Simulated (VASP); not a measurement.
The system is AlN.

```
Al N
1.0
     3.11000    0.00000    0.00000
    -1.55500    2.69334    0.00000
     0.00000    0.00000    4.98000
Al N
2 2
Direct
  0.66667 0.33333 0.00000
  0.33333 0.66667 0.50000
  0.66667 0.33333 0.38200
  0.33333 0.66667 0.88200
```

Base run:

- Program: VASP 6.6.1
- Functional: PBEsol
- Potentials or basis: VASP PAW PBE potentials, release 64 (Al, N)
- Cutoff: 520 eV
- k mesh: 11 × 11 × 6
- Occupations: fermi-dirac, width 0.02 eV
- Spin: no spin polarisation

Its results: band gap on the k mesh 4.14 eV, direct; pressure 0.6 GPa; largest force 0.006 eV/Å.

Task: The run is repeated on the same cell with these changes: functional from PBEsol to r2SCAN. What comes out?

Result: Band gap on the k mesh 4.89 eV, direct; pressure -0.9 GPa; largest force 0.016 eV/Å.

r2SCAN gives the wider gap, since meta-GGAs in the generalised Kohn-Sham scheme recover part of the derivative discontinuity.

Caveats: the PAW data sets were made with another functional, which shifts forces and pressure a little.

A k mesh can miss the band edges.
